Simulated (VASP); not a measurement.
# Cu (P6_3/mmc) in VASP: further runs

Cu is run at these levels: r2SCAN; tasks: single point.

Everything below comes from runs of VASP 6.6.1. Logs are shortened: lines on timing, memory, paths and dates and some standing lists are left out, and cuts for length are marked.

**1. The cell of the first run**

The structure is hexagonal, space group P6_3/mmc (No. 194). Conventional cell: a = 2.385 Å, b = 2.385 Å, c = 4.644 Å, α = 90.00°, β = 90.00°, γ = 120.00°. Cu (site symmetry -6m2) has 12 Cu at 2.38 to 2.70 Å within 3.2 Å.

This isn't the form of Cu at room conditions, which is fcc.

**2. Single point, r2SCAN**

POSCAR

```
Cu
1.0
    2.3846762670      0.0000000000      0.0000000000
   -1.1923381335      2.0651902270      0.0000000000
    0.0000000000      0.0000000000      4.6440929788
Cu
2
Direct
    0.3333333333      0.6666666667      0.2500000000
    0.6666666667      0.3333333333      0.7500000000
```

INCAR.step1

```
SYSTEM = Cu
ALGO     = Normal         ! electronic algorithm
EDIFF    = 1E-4           ! SCF threshold, eV
ENCUT    = 520            ! plane-wave cutoff, eV
GGA      = PE             ! functional
ISMEAR   = 0              ! smearing method
LASPH    = .True.         ! aspherical terms in the spheres
LCHARG   = .False.        ! write CHGCAR
LREAL    = .False.        ! projectors in reciprocal space
LWAVE    = .True.         ! write WAVECAR
NBANDS   = 18             ! bands
NELM     = 100            ! most SCF steps
PREC     = Accurate       ! precision mode
SIGMA    = 0.15           ! smearing width, eV
```

INCAR.step2

```
SYSTEM = Cu
ALGO     = Normal         ! electronic algorithm
EDIFF    = 1E-6           ! SCF threshold, eV
ENCUT    = 520            ! plane-wave cutoff, eV
ISIF     = 2              ! what is computed and relaxed
ISMEAR   = 0              ! smearing method
ISTART   = 1            
LASPH    = .True.         ! aspherical terms in the spheres
LCHARG   = .False.        ! write CHGCAR
LMIXTAU  = .True.       
LREAL    = .False.        ! projectors in reciprocal space
LWAVE    = .False.        ! write WAVECAR
METAGGA  = R2SCAN         ! meta-GGA
NBANDS   = 18             ! bands
NELM     = 100            ! most SCF steps
PREC     = Accurate       ! precision mode
SIGMA    = 0.15           ! smearing width, eV
```

KPOINTS

```
k-points
0
Gamma
  24 24 14
  0 0 0
```

Potentials or basis: VASP PAW PBE potentials, release 64 (Cu).

Command:

```
> cat potpaw_PBE.64/Cu/POTCAR > POTCAR
> cp INCAR.step1 INCAR
> mpirun -np 1 vasp_std > vasp.out
> cp INCAR.step2 INCAR
> mpirun -np 1 vasp_std > vasp.out
```

OUTCAR:

```text
SYSTEM = Cu
   EDIFF = 1E-6
   ENCUT = 520
   ISIF = 2
   ISMEAR = 0
   ISTART = 1
   LASPH = .True.
   LREAL = .False.
   METAGGA = R2SCAN
   NELM = 100
   PREC = Accurate

 ion  position               nearest neighbor table
   1  0.333  0.667  0.250-   2 2.70   2 2.70   2 2.70   2 2.70   2 2.70   2 2.70
   2  0.667  0.333  0.750-   1 2.70   1 2.70   1 2.70   1 2.70   1 2.70   1 2.70

  LATTYP: Found a hexagonal cell.
 ALAT       =     2.3846762670
 C/A-ratio  =     1.9474731405

  Lattice vectors:

 A1 = (   2.3846762670,   0.0000000000,   0.0000000000)
 A2 = (  -1.1923381335,   2.0651902270,   0.0000000000)
 A3 = (   0.0000000000,   0.0000000000,   4.6440929788)

Analysis of symmetry for initial positions (statically):
=====================================================================
 Subroutine PRICEL returns:
 Original cell was already a primitive cell.

 Routine SETGRP: Setting up the symmetry group for a
 hexagonal supercell.

 Subroutine GETGRP returns: Found 24 space group operations
 (whereof 12 operations were pure point group operations)
 out of a pool of 24 trial point group operations.

The static configuration has the point symmetry D_3d.
 The point group associated with its full space group is D_6h.

Analysis of symmetry for dynamics (positions and initial velocities):
=====================================================================
 Subroutine PRICEL returns:
 Original cell was already a primitive cell.

 Routine SETGRP: Setting up the symmetry group for a
 hexagonal supercell.

 Subroutine GETGRP returns: Found 24 space group operations
 (whereof 12 operations were pure point group operations)
 out of a pool of 24 trial point group operations.

The dynamic configuration has the point symmetry D_3d.
 The point group associated with its full space group is D_6h.

 Subroutine INISYM returns: Found 24 space group operations
 (whereof 12 operations are pure point group operations),
 and found     1 'primitive' translations

----------------------------------------------------------------------------------------

                                     Primitive cell

  volume of cell :      22.8713

  direct lattice vectors                    reciprocal lattice vectors
     2.384676267  0.000000000  0.000000000     0.419344132  0.242108448  0.000000000
    -1.192338134  2.065190227  0.000000000     0.000000000  0.484216895  0.000000000
     0.000000000  0.000000000  4.644092979     0.000000000  0.000000000  0.215327300

  length of vectors
     2.384676267  2.384676267  4.644092979     0.484216895  0.484216895  0.215327300

  position of ions in fractional coordinates (direct lattice)
     0.333333333  0.666666667  0.250000000
     0.666666667  0.333333333  0.750000000

  ion indices of the primitive-cell ions
   primitive index   ion index
                 1           1
                 2           2

----------------------------------------------------------------------------------------

 KPOINTS: k-points

Automatic generation of k-mesh.
 Grid dimensions read from file:
 generate k-points for:   24   24   14

 Generating k-lattice:

  Cartesian coordinates                     Fractional coordinates (reciprocal lattice)
     0.017472672  0.010087852  0.000000000     0.041666667  0.000000000  0.000000000
     0.000000000  0.020175704  0.000000000     0.000000000  0.041666667  0.000000000
     0.000000000  0.000000000  0.015380521     0.000000000  0.000000000  0.071428571

  Length of vectors
     0.020175704  0.020175704  0.015380521

  Shift w.r.t. Gamma in fractional coordinates (k-lattice)
     0.000000000  0.000000000  0.000000000

 Subroutine IBZKPT returns following result:
 ===========================================

 Found    488 irreducible k-points:

 Following reciprocal coordinates:
            Coordinates               Weight
  0.000000  0.000000  0.000000      1.000000
  0.041667  0.000000  0.000000      6.000000
  0.083333  0.000000  0.000000      6.000000
  0.125000  0.000000  0.000000      6.000000
  0.166667  0.000000  0.000000      6.000000
  0.208333  0.000000  0.000000      6.000000
[... 16 lines left out ...]
  0.416667  0.041667  0.000000     12.000000
  0.458333  0.041667  0.000000     12.000000
 [... further k-points ...]
   k-points           NKPTS =    488   k-points in BZ     NKDIM =    488   number of bands    NBANDS=     18
   number of dos      NEDOS =    301   number of ions     NIONS =      2
   total plane-waves  NPLWV =  11664
   dimension x,y,z NGX =    18 NGY =   18 NGZ =   36
   dimension x,y,z NGXF=    36 NGYF=   36 NGZF=   72
   ions per type =               2
   NGX,Y,Z   is equivalent  to a cutoff of  12.55, 12.55, 12.89 a.u.
   NGXF,Y,Z  is equivalent  to a cutoff of  25.10, 25.10, 25.77 a.u.
 SYSTEM =  Cu
   PREC   = accura    normal or accurate (medium, high low for compatibility)
   ISTART =      1    job   : 0-new  1-cont  2-samecut
   ICHARG =      0    charge: 1-file 2-atom 10-const
   ISPIN  =      1    spin polarized calculation?
   LNONCOLLINEAR =      F non collinear calculations
   LSORBIT =      F    spin-orbit coupling
   LASPH  =      T    aspherical Exc in radial PAW
   ENCUT  =  520.0 eV  38.22 Ry    6.18 a.u.   4.43  4.43  8.63*2*pi/ulx,y,z
   NELM   =    100;   NELMIN=  2; NELMDL=  0     # of ELM steps
   EDIFF  = 0.1E-05   stopping-criterion for ELM
   LREAL  =      F    real-space projection
   EDIFFG = 0.1E-04   stopping-criterion for IOM
   NSW    =      0    number of steps for IOM
   IBRION =     -1    ionic relax: 0-MD 1-quasi-New 2-CG
   NFREE  =      0    steps in history (QN), initial steepest desc. (CG)
   ISIF   =      2    stress and relaxation
   ISYM   =      2    0-nonsym 1-usesym 2-fastsym
   POTIM  = 0.5000    time-step for ionic-motion
   TEBEG  =    0.0;   TEEND  =   0.0 temperature during run
   PSTRESS=    0.0 pullay stress
   NELECT =      22.0000    total number of electrons
   NUPDOWN=      -1.0000    fix difference up-down
   EMIN   =  10.00;   EMAX   =-10.00  energy-range for DOS
   EFERMI =   0.00;   METHOD = LEGACY
   ISMEAR =     0;   SIGMA  =   0.15  broadening in eV -4-tet -1-fermi 0-gaus
   EFERMI_NEDOS =   21; number of points for ismear=-14 and -15
   IALGO  =     38    algorithm
   IMIX   =      4    mixing-type and parameters
     AMIX     =   0.40;   BMIX     =  1.00
     AMIX_MAG =   1.60;   BMIX_MAG =  1.00
  volume/ion in A,a.u.               =      11.44        77.17
  Fermi-wavevector in a.u.,A,eV,Ry     =   1.616041  3.053874 35.532800  2.611587
  Thomas-Fermi vector in A             =   2.710691
   LORBIT       =      0    0 simple, 1 ext, 2 COOP (PROOUT), +10 PAW based schemes
   METAGGA = R2SCAN    functional components
   LHFCALC =     F    Hartree Fock is set to
   AEXX    =    0.0000 exact exchange contribution
   IVDW    =     0    specifies the selected vdW correction
   LEPSILON=     F    determine dielectric tensor
   LRPA    =     F    only Hartree local field effects (RPA)
 non-spin polarized calculation
 Gauss-broadening in eV      SIGMA  =   0.15
  energy-cutoff  :      520.00
  volume of cell :       22.87
 maximum number of plane-waves:       639
 NGX is ok and might be reduce to    18
   NGX =  9   NGY =  9   NGZ = 17

 number of electron      21.9999999 magnetization

 Free energy of the ion-electron system (eV)
  ---------------------------------------------------
  ext. energy  EPLUGINS =         0.00000000
  ---------------------------------------------------
  free energy    TOTEN  =       -21.35741809 eV

  energy without entropy =      -21.35275391  energy(sigma->0) =      -21.35508600

 E-fermi :   7.8969     XC(G=0): -13.9230

 val. band max:        7.8885907528   @ k =   0.1667   0.0000   0.0714
 cond. band min:       7.9052250300   @ k =   0.1250   0.0417   0.0000
 fundamental gap:      0.0166342772
 Fermi energy:         7.8969318500

 k-point     1 :       0.0000    0.0000    0.0000
  band No.  band energies     occupation
      1      -2.1068      2.00000
      2       1.7908      2.00000
      3       3.9153      2.00000
      4       4.5345      2.00000
      5       4.5346      2.00000
      6       4.6366      2.00000
[... 10 lines left out ...]
     17      34.9054      0.00000
     18      35.4627      0.00000

 k-point     2 :       0.0417    0.0000    0.0000
  band No.  band energies     occupation
      1      -2.0385      2.00000
      2       1.8428      2.00000
      3       3.9317      2.00000
      4       4.5157      2.00000
      5       4.5615      2.00000
      6       4.6184      2.00000
[... 10 lines left out ...]
     17      33.6768      0.00000
     18      34.3898      0.00000

 k-point     3 :       0.0833    0.0000    0.0000
  band No.  band energies     occupation
      1      -1.8348      2.00000
      2       1.9944      2.00000
      3       3.9763      2.00000
      4       4.4637      2.00000
      5       4.5690      2.00000
      6       4.6411      2.00000
[... 10 lines left out ...]
     17      32.7010      0.00000
     18      32.9826      0.00000

 k-point     4 :       0.1250    0.0000    0.0000
  band No.  band energies     occupation
      1      -1.4997      2.00000
      2       2.2303      2.00000
      3       4.0305      2.00000
      4       4.3042      2.00000
      5       4.3895      2.00000
      6       4.5142      2.00000
[... 375 lines left out ...]
      4       4.3228      2.00000
      5       4.3775      2.00000
      6       4.8335      2.00000
[... 10 lines left out ...]
     17      24.8636      0.00000
     18      31.1793      0.00000

 k-point    23 :       0.4167    0.0417    0.0000
  band No.  band energies     occupation
      1       2.4728      2.00000
      2       2.7378      2.00000
      3       3.1208      2.00000
      4       4.2919      2.00000
      5       4.5608      2.00000
      6       4.9627      2.00000
[... 10 lines left out ...]
     17      24.5028      0.00000
     18      30.9616      0.00000

 k-point    24 :       0.4583    0.0417    0.0000
  band No.  band energies     occupation
      1       2.5772      2.00000
      2       2.6629      2.00000
      3       3.1031      2.00000
      4       4.2470      2.00000
      5       4.7036      2.00000
      6       4.9927      2.00000
[... 10 lines left out ...]
     17      24.3202      0.00000
     18      30.8426      0.00000

 [... further k-points ...]

------------------------ aborting loop because EDIFF is reached ----------------------------------------

  FORCE on cell =-STRESS in cart. coord.  units (eV):
  Direction    XX          YY          ZZ          XY          YZ          ZX
  --------------------------------------------------------------------------------------
  -------------------------------------------------------------------------------------
  Total        2.6946776      2.6946776     -2.2478451      0.0000000      0.0000000      0.0000000
  in kB      188.7674008    188.7674008   -157.4659192      0.0000000      0.0000000      0.0000000
  external PRESSURE =      73.3562941 kB  Pullay stress =       0.0000000 kB

 VOLUME and BASIS-vectors are now :
 -----------------------------------------------------------------------------
  energy-cutoff  :      520.00
  volume of cell :       22.87
      direct lattice vectors                 reciprocal lattice vectors
     2.384676267  0.000000000  0.000000000     0.419344132  0.242108448  0.000000000
    -1.192338134  2.065190227  0.000000000     0.000000000  0.484216895  0.000000000
     0.000000000  0.000000000  4.644092979     0.000000000  0.000000000  0.215327300

 POSITION                                       TOTAL-FORCE (eV/Angst)
 -----------------------------------------------------------------------------------
     -0.00000      1.37679      1.16102        -0.000000      0.000000     -0.000000
      1.19234      0.68840      3.48307         0.000000     -0.000000      0.000000
 -----------------------------------------------------------------------------------
    total drift:                               -0.000000      0.000000     -0.000000

  FREE ENERGIE OF THE ION-ELECTRON SYSTEM (eV)
  ---------------------------------------------------
  free  energy   TOTEN  =       -21.3574180921 eV

  energy  without entropy=      -21.3527539142  energy(sigma->0) =      -21.35508600
```

Run time: 9.8 min. Hardware: 1 thread of Intel Xeon 8259CL, shared host; peak memory 0.27 GiB.

What came out:

| Quantity | Value |
| --- | --- |
| Free energy | -21.3574 eV |
| Pressure | 7.3 GPa |
| Band gap on the k mesh | zero (bands 11 and 12 overlap by 7.42 eV) |

Caveat: the cell stands under pressure; the PAW data sets were made with another functional, which shifts forces and pressure a little.

(Continued in part 2 of 2.)
